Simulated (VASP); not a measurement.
# BaZrO3 (Pm-3m) in VASP: further runs, part 2 of 2

VASP 6.6.1. Earlier steps stand in the parts before.

### 5 Single point, PBE

This run uses another cell than the first one, of 15.11 Å³/atom.

The input, INCAR:

```
SYSTEM = BaZrO3
ALGO = Normal
EDIFF = 1E-6
ENCUT = 520
GGA = PE
ISIF = 2
ISMEAR = 0
LASPH = .TRUE.
LCHARG = .TRUE.
LELF = .TRUE.
LREAL = .FALSE.
LVHAR = .TRUE.
LWAVE = .FALSE.
NBANDS = 28
NELM = 80
PREC = Accurate
SIGMA = 0.01
```

The input, KPOINTS:

```
k-points
0
G
  6 6 6
  0 0 0
```

The input, POSCAR:

```
BaZrO3
1.0
    4.2271626389      0.0000000000      0.0000000000
    0.0000000000      4.2271626389      0.0000000000
    0.0000000000      0.0000000000      4.2271626389
Ba Zr O
1 1 3
Direct
    0.0000000000      0.0000000000      0.0000000000
    0.5000000000      0.5000000000      0.5000000000
    0.0000000000      0.5000000000      0.5000000000
    0.5000000000      0.0000000000      0.5000000000
    0.5000000000      0.5000000000      0.0000000000
```

Potentials or basis: VASP PAW PBE potentials, release 64 (Ba_sv, Zr_sv, O).

Launch:

```bash
$ cat potpaw_PBE.64/Ba_sv/POTCAR potpaw_PBE.64/Zr_sv/POTCAR potpaw_PBE.64/O/POTCAR > POTCAR
$ mpirun -np 1 vasp_std > vasp.out
```

OUTCAR:

```text
SYSTEM = BaZrO3
   EDIFF = 1E-6
   ENCUT = 520
   GGA = PE
   ISIF = 2
   ISMEAR = 0
   LASPH = .TRUE.
   LREAL = .FALSE.
   NELM = 80
   PREC = Accurate

 ion  position               nearest neighbor table
   1  0.000  0.000  0.000-   3 2.99   4 2.99   5 2.99   3 2.99   4 2.99   3 2.99   5 2.99   3 2.99
                             4 2.99   5 2.99   4 2.99   5 2.99   2 3.66   2 3.66   2 3.66   2 3.66
   2  0.500  0.500  0.500-   3 2.11   4 2.11   5 2.11   5 2.11   4 2.11   3 2.11   1 3.66   1 3.66
                             1 3.66   1 3.66   1 3.66   1 3.66   1 3.66   1 3.66
   3  0.000  0.500  0.500-   2 2.11   2 2.11   1 2.99   1 2.99   1 2.99   1 2.99
   4  0.500  0.000  0.500-   2 2.11   2 2.11   1 2.99   1 2.99   1 2.99   1 2.99
   5  0.500  0.500  0.000-   2 2.11   2 2.11   1 2.99   1 2.99   1 2.99   1 2.99

  LATTYP: Found a simple cubic cell.
 ALAT       =     4.2271626389

  Lattice vectors:

 A1 = (   4.2271626389,   0.0000000000,   0.0000000000)
 A2 = (   0.0000000000,   4.2271626389,   0.0000000000)
 A3 = (   0.0000000000,   0.0000000000,   4.2271626389)

Analysis of symmetry for initial positions (statically):
=====================================================================
 Subroutine PRICEL returns:
 Original cell was already a primitive cell.

 Routine SETGRP: Setting up the symmetry group for a
 simple cubic supercell.

 Subroutine GETGRP returns: Found 48 space group operations
 (whereof 48 operations were pure point group operations)
 out of a pool of 48 trial point group operations.

The static configuration has the point symmetry O_h .

Analysis of symmetry for dynamics (positions and initial velocities):
=====================================================================
 Subroutine PRICEL returns:
 Original cell was already a primitive cell.

 Routine SETGRP: Setting up the symmetry group for a
 simple cubic supercell.

 Subroutine GETGRP returns: Found 48 space group operations
 (whereof 48 operations were pure point group operations)
 out of a pool of 48 trial point group operations.

The dynamic configuration has the point symmetry O_h .

 Subroutine INISYM returns: Found 48 space group operations
 (whereof 48 operations are pure point group operations),
 and found     1 'primitive' translations

----------------------------------------------------------------------------------------

                                     Primitive cell

  volume of cell :      75.5348

  direct lattice vectors                    reciprocal lattice vectors
     4.227162639  0.000000000  0.000000000     0.236565301  0.000000000  0.000000000
     0.000000000  4.227162639  0.000000000     0.000000000  0.236565301  0.000000000
     0.000000000  0.000000000  4.227162639     0.000000000  0.000000000  0.236565301

  length of vectors
     4.227162639  4.227162639  4.227162639     0.236565301  0.236565301  0.236565301

  position of ions in fractional coordinates (direct lattice)
     0.000000000  0.000000000  0.000000000
     0.500000000  0.500000000  0.500000000
     0.000000000  0.500000000  0.500000000
     0.500000000  0.000000000  0.500000000
     0.500000000  0.500000000  0.000000000

  ion indices of the primitive-cell ions
   primitive index   ion index
                 1           1
                 2           2
[... 31 lines left out ...]
            Coordinates               Weight
  0.000000  0.000000  0.000000      1.000000
  0.166667  0.000000  0.000000      6.000000
  0.333333  0.000000  0.000000      6.000000
  0.500000  0.000000  0.000000      3.000000
  0.166667  0.166667  0.000000     12.000000
  0.333333  0.166667  0.000000     24.000000
[... 12 lines left out ...]
  0.500000  0.500000  0.333333      6.000000
  0.500000  0.500000  0.500000      1.000000
   k-points           NKPTS =     20   k-points in BZ     NKDIM =     20   number of bands    NBANDS=     28
   number of dos      NEDOS =    301   number of ions     NIONS =      5
   total plane-waves  NPLWV =  32768
   dimension x,y,z NGX =    32 NGY =   32 NGZ =   32
   dimension x,y,z NGXF=    64 NGYF=   64 NGZF=   64
   ions per type =               1   1   3
   NGX,Y,Z   is equivalent  to a cutoff of  12.58, 12.58, 12.58 a.u.
   NGXF,Y,Z  is equivalent  to a cutoff of  25.17, 25.17, 25.17 a.u.
 SYSTEM =  BaZrO3
   PREC   = accura    normal or accurate (medium, high low for compatibility)
   ISTART =      0    job   : 0-new  1-cont  2-samecut
   ICHARG =      2    charge: 1-file 2-atom 10-const
   ISPIN  =      1    spin polarized calculation?
   LNONCOLLINEAR =      F non collinear calculations
   LSORBIT =      F    spin-orbit coupling
   LASPH  =      T    aspherical Exc in radial PAW
   ENCUT  =  520.0 eV  38.22 Ry    6.18 a.u.   7.86  7.86  7.86*2*pi/ulx,y,z
   NELM   =     80;   NELMIN=  2; NELMDL= -5     # of ELM steps
   EDIFF  = 0.1E-05   stopping-criterion for ELM
   LREAL  =      F    real-space projection
   EDIFFG = 0.1E-04   stopping-criterion for IOM
   NSW    =      0    number of steps for IOM
   IBRION =     -1    ionic relax: 0-MD 1-quasi-New 2-CG
   NFREE  =      0    steps in history (QN), initial steepest desc. (CG)
   ISIF   =      2    stress and relaxation
   ISYM   =      2    0-nonsym 1-usesym 2-fastsym
   POTIM  = 0.5000    time-step for ionic-motion
   TEBEG  =    0.0;   TEEND  =   0.0 temperature during run
   PSTRESS=    0.0 pullay stress
   NELECT =      40.0000    total number of electrons
   NUPDOWN=      -1.0000    fix difference up-down
   EMIN   =  10.00;   EMAX   =-10.00  energy-range for DOS
   EFERMI =   0.00;   METHOD = LEGACY
   ISMEAR =     0;   SIGMA  =   0.01  broadening in eV -4-tet -1-fermi 0-gaus
   EFERMI_NEDOS =   21; number of points for ismear=-14 and -15
   IALGO  =     38    algorithm
   IMIX   =      4    mixing-type and parameters
     AMIX     =   0.40;   BMIX     =  1.00
     AMIX_MAG =   1.60;   BMIX_MAG =  1.00
  volume/ion in A,a.u.               =      15.11       101.95
  Fermi-wavevector in a.u.,A,eV,Ry     =   1.324481  2.502907 23.868034  1.754251
  Thomas-Fermi vector in A             =   2.454013
   LORBIT       =      0    0 simple, 1 ext, 2 COOP (PROOUT), +10 PAW based schemes
   GGA     = PE    functional components
   LHFCALC =     F    Hartree Fock is set to
   AEXX    =    0.0000 exact exchange contribution
   IVDW    =     0    specifies the selected vdW correction
   LEPSILON=     F    determine dielectric tensor
   LRPA    =     F    only Hartree local field effects (RPA)
 non-spin polarized calculation
 Gauss-broadening in eV      SIGMA  =   0.01
  energy-cutoff  :      520.00
  volume of cell :       75.53
 maximum number of plane-waves:      2054
 NGX is ok and might be reduce to    32
   NGX = 15   NGY = 15   NGZ = 15

 number of electron      39.9999986 magnetization

 Free energy of the ion-electron system (eV)
  ---------------------------------------------------
  ext. energy  EPLUGINS =         0.00000000
  ---------------------------------------------------
  free energy    TOTEN  =       -41.72344673 eV

  energy without entropy =      -41.72344673  energy(sigma->0) =      -41.72344673

 E-fermi :   3.8019     XC(G=0): -10.6428

 val. band max:        3.6089371608   @ k =   0.5000   0.5000   0.5000
 cond. band min:       6.7413093179   @ k =   0.0000   0.0000   0.0000
 fundamental gap:      3.1323721571
 Fermi energy:         3.8019453861

 k-point     1 :       0.0000    0.0000    0.0000
  band No.  band energies     occupation
      1     -43.5699      2.00000
      2     -21.7866      2.00000
      3     -21.6971      2.00000
      4     -21.6971      2.00000
      5     -21.6971      2.00000
      6     -12.7180      2.00000
[... 609 lines left out ...]
     27      12.5854      0.00000
     28      12.5854      0.00000

------------------------ aborting loop because EDIFF is reached ----------------------------------------

  FORCE on cell =-STRESS in cart. coord.  units (eV):
  Direction    XX          YY          ZZ          XY          YZ          ZX
  --------------------------------------------------------------------------------------
  -------------------------------------------------------------------------------------
  Total        0.4452531      0.4452531      0.4452531      0.0000000     -0.0000000      0.0000000
  in kB        9.4443185      9.4443185      9.4443185      0.0000000     -0.0000000      0.0000000
  external PRESSURE =       9.4443185 kB  Pullay stress =       0.0000000 kB

 VOLUME and BASIS-vectors are now :
 -----------------------------------------------------------------------------
  energy-cutoff  :      520.00
  volume of cell :       75.53
      direct lattice vectors                 reciprocal lattice vectors
     4.227162639  0.000000000  0.000000000     0.236565301  0.000000000  0.000000000
     0.000000000  4.227162639  0.000000000     0.000000000  0.236565301  0.000000000
     0.000000000  0.000000000  4.227162639     0.000000000  0.000000000  0.236565301

 POSITION                                       TOTAL-FORCE (eV/Angst)
 -----------------------------------------------------------------------------------
      0.00000      0.00000      0.00000         0.000000      0.000000      0.000000
      2.11358      2.11358      2.11358         0.000000      0.000000      0.000000
      0.00000      2.11358      2.11358         0.000000      0.000000      0.000000
      2.11358      0.00000      2.11358         0.000000      0.000000      0.000000
      2.11358      2.11358      0.00000         0.000000      0.000000      0.000000
 -----------------------------------------------------------------------------------
    total drift:                                0.000000     -0.000000     -0.000000

  FREE ENERGIE OF THE ION-ELECTRON SYSTEM (eV)
  ---------------------------------------------------
  free  energy   TOTEN  =       -41.7234467291 eV

  energy  without entropy=      -41.7234467291  energy(sigma->0) =      -41.72344673
```

OSZICAR:

```text
N       E                     dE             d eps       ncg     rms          rms(c)
DAV:   1     0.310475391048E+03    0.31048E+03   -0.21913E+04  1120   0.140E+03
DAV:   2    -0.283366148492E+02   -0.33881E+03   -0.32636E+03  1432   0.350E+02
DAV:   3    -0.487636803949E+02   -0.20427E+02   -0.20350E+02  1724   0.810E+01
DAV:   4    -0.493580147325E+02   -0.59433E+00   -0.59349E+00  1520   0.110E+01
DAV:   5    -0.493701134813E+02   -0.12099E-01   -0.12098E-01  1576   0.121E+00    0.275E+01
DAV:   6    -0.418465875964E+02    0.75235E+01   -0.38769E+01  1332   0.380E+01    0.121E+01
DAV:   7    -0.417406255563E+02    0.10596E+00   -0.28133E+00  1572   0.917E+00    0.737E+00
DAV:   8    -0.417262156182E+02    0.14410E-01   -0.37675E-01  1352   0.439E+00    0.722E-01
DAV:   9    -0.417220178436E+02    0.41978E-02   -0.63904E-02  1524   0.138E+00    0.534E-01
DAV:  10    -0.417238408087E+02   -0.18230E-02   -0.17212E-02  1540   0.105E+00    0.264E-01
DAV:  11    -0.417233827123E+02    0.45810E-03   -0.22261E-03  1384   0.376E-01    0.406E-02
DAV:  12    -0.417234505262E+02   -0.67814E-04   -0.20246E-04  1324   0.962E-02    0.457E-02
DAV:  13    -0.417234461957E+02    0.43305E-05   -0.39341E-05  1632   0.425E-02    0.687E-03
DAV:  14    -0.417234467291E+02   -0.53345E-06   -0.51324E-06  1324   0.169E-02
   1 F= -.41723447E+02 E0= -.41723447E+02  d E =-.128811-165
```

Run time: 79 s. Hardware: 1 thread of Intel Xeon 8259CL, shared host; peak memory 0.2 GiB.

Results:

```
Free energy            : -41.7234 eV
Pressure               : 0.9 GPa
Band gap on the k mesh : 3.13 eV (least direct gap 3.38 eV)
```

Caveat: spin-orbit coupling is left out, which moves the levels of the heavy elements. A k mesh can miss the band edges.

### 6 The runs side by side

| cell | gap on the mesh (eV) | pressure (GPa) |
| --- | --- | --- |
| a = 4.141 Å, 5 atoms | 3.27 | 11.8 |
| a = 4.184 Å, 5 atoms | 3.20 | 6.0 |
| a = 4.205 Å, 5 atoms | 3.17 | 3.4 |
| a = 4.227 Å, 5 atoms | 3.13 | 0.9 |

Alike in all rows: task single point; level PBE; potentials or basis VASP PAW PBE potentials, release 64 (Ba_sv, Zr_sv, O); no spin polarisation; k mesh 6 × 6 × 6; cutoff (eV) 520; smearing gaussian 0.01 eV.

Caveats: spin-orbit coupling is left out, which moves the levels of the heavy elements; the cell stands under pressure (at least some runs).

Absolute energies hang on the potentials; compare differences alone.
